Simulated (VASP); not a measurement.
Wanted: the native input for a VASP 6.6.1 run.

* Task: single point
* Functional: PBEsol
* Potentials or basis: VASP PAW PBE potentials, release 64 (Na_pv, Cl)
* Cutoff: 520 eV
* k mesh: 6 × 6 × 6
* Occupations: gaussian, width 0.05 eV
* Spin: no spin polarisation
* Dipole correction: no
* Further INCAR settings: ALGO = Normal; EDIFF = 1e-06; NBANDS = 14

The structure of NaCl lies in POSCAR:

```
NaCl
1.0
    3.5021900000      0.0000000000      0.1640776015
    0.0000000000      3.5021900000      0.0000000000
    0.1640776015      0.0000000000      3.5021900000
Na Cl
1 1
Direct
    0.0000000000      0.0000000000      0.0000000000
    0.5000000000      0.5000000000      0.5000000000
```

This cell differs from its parent crystal: strain +0.0937 x Voigt [0, 0, 0, 0, 1, 0].

These files were run (other wordings do the same):

INCAR

```
PREC = Accurate
ENCUT = 520
EDIFF = 1E-6
ISMEAR = 0
SIGMA = 0.05
LREAL = F
LASPH = T
NELM = 60
ALGO = Normal
ISIF = 2
LWAVE = F
LCHARG = F
GGA = PS
NBANDS = 14
```

KPOINTS

```
Automatic mesh
0
Gamma
  6 6 6
```

Potentials or basis: VASP PAW PBE potentials, release 64 (Na_pv, Cl).

Command:

```bash
$ cat potpaw_PBE.64/Na_pv/POTCAR potpaw_PBE.64/Cl/POTCAR > POTCAR
$ mpirun -np 1 vasp_std > vasp.out
```

It gave:

```
Pressure               : -1.0 GPa
Band gap on the k mesh : 3.88 eV, indirect (least direct gap 4.23 eV)
```

Caveat: the cell differs from its parent crystal (strain +0.0937 x Voigt [0, 0, 0, 0, 1, 0]); the PAW data sets were made with another functional, which shifts forces and pressure a little.

Wall time 13 s on 1 thread of AMD EPYC 9R45 96-Core Processor (Zen 5), with other jobs on the host, peak memory 0.13 GiB.
